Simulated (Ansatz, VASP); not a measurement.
# Mg2Sn in VASP and in Ansatz

```
Mg Sn
1.0
     0.00000    3.35644    3.35644
     3.35644    0.00000    3.35644
     3.35644    3.35644    0.00000
Mg Sn
2 1
Direct
  0.25000 0.25000 0.25000
  0.75000 0.75000 0.75000
  0.00000 0.00000 0.00000
```

Alike in both runs: functional PBE; dispersion D3(BJ); k mesh 12 × 12 × 12; occupations gaussian, width 0.1 eV; no spin polarisation.

Ansatz relaxed the structure, and its values are those at the end. VASP's run is a single point on that final structure, the one shown.

|  | VASP | Ansatz |
| --- | --- | --- |
| version | VASP 6.6.1 | Ansatz 0.2.0 |
| potentials or method | VASP PAW PBE potentials, release 64 (Mg, Sn_d), cutoff 600 eV | scalar-relativistic, plane waves, PAW |
| valence electrons in the cell | 18 | 34 |

Ansatz gave:

- gap on the k mesh at the Fermi level (eV): none
- pressure (GPa): 0.0

Which values does VASP return?

gap on the k mesh at the Fermi level (eV): none; pressure (GPa): -0.1.

A gap of «none» marks a metal or a gap that the smearing closes. VASP's potentials hold 18 valence electrons a cell and Ansatz's 34, so a difference there can come from the potentials and not from the codes.
